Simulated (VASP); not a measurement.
A run of VASP 6.6.1 is set up as follows.

Contents of INCAR:

```
SYSTEM = CdI2
PREC = Accurate ; ENCUT = 500
EDIFF = 1E-7 ; ISMEAR = -1
SIGMA = 0.02 ; LREAL = .False.
LASPH = .True. ; NELM = 120
ALGO = Normal ; ISIF = 3
LWAVE = .False. ; LCHARG = .False.
GGA = PE ; IVDW = 12
IBRION = 2 ; NSW = 80
EDIFFG = -0.005 ; GGA_COMPAT = .False.
NELMIN = 4
```

File KPOINTS:

```
regular mesh
0
Gamma
  6 6 2
  0 0 0
```

The input POSCAR:

```
CdI2
1.0
    4.2887031757      0.0000000000      0.0000000000
   -2.1443515879      3.7141258995      0.0000000000
    0.0000000000      0.0000000000     21.8468462900
Cd I
3 6
Direct
    0.6666666700      0.3333333300      0.3331202400
    0.3333333300      0.6666666700      0.6668797600
    0.0000000000      0.0000000000      0.0000000000
    0.3333333300      0.6666666700      0.0788668000
    0.3333333300      0.6666666700      0.4116957400
    0.6666666700      0.3333333300      0.9211332000
    0.6666666700      0.3333333300      0.5883042600
    0.0000000000      0.0000000000      0.2543953200
    0.0000000000      0.0000000000      0.7456046800
```

Potentials or basis: VASP PAW PBE potentials, release 64 (Cd, I).

Run with:

```console
$ cat potpaw_PBE.64/Cd/POTCAR potpaw_PBE.64/I/POTCAR > POTCAR
$ mpirun -np 1 vasp_std > vasp.out
```

Task: What does it give for the space group after relaxing (to 0.1 Å)?

Result: P-3m1 (No. 164).

Task: Estimate the relaxed volume.

Result: 35.58 Å³/atom.

Task: Estimate the band gap on the k mesh.

Result: 2.16 eV (least direct gap 2.30 eV).

Final structure:
```yaml
crystal:
  lattice:
    - [4.24772, 0.00000, 0.00000]
    - [-2.12386, 3.67864, 0.00000]
    - [0.00000, 0.00000, 20.49357]
  atoms:
    - { symbol: Cd, position: [0.66667, 0.33333, 0.33298] }
    - { symbol: Cd, position: [0.33333, 0.66667, 0.66702] }
    - { symbol: Cd, position: [0.00000, 0.00000, 0.00000] }
    - { symbol: I, position: [0.33333, 0.66667, 0.08455] }
    - { symbol: I, position: [0.33333, 0.66667, 0.41741] }
    - { symbol: I, position: [0.66667, 0.33333, 0.91545] }
    - { symbol: I, position: [0.66667, 0.33333, 0.58259] }
    - { symbol: I, position: [0.00000, 0.00000, 0.24852] }
    - { symbol: I, position: [0.00000, 0.00000, 0.75148] }
```

Caveat: spin-orbit coupling is left out, which moves the levels of the heavy elements. A k mesh can miss the band edges.
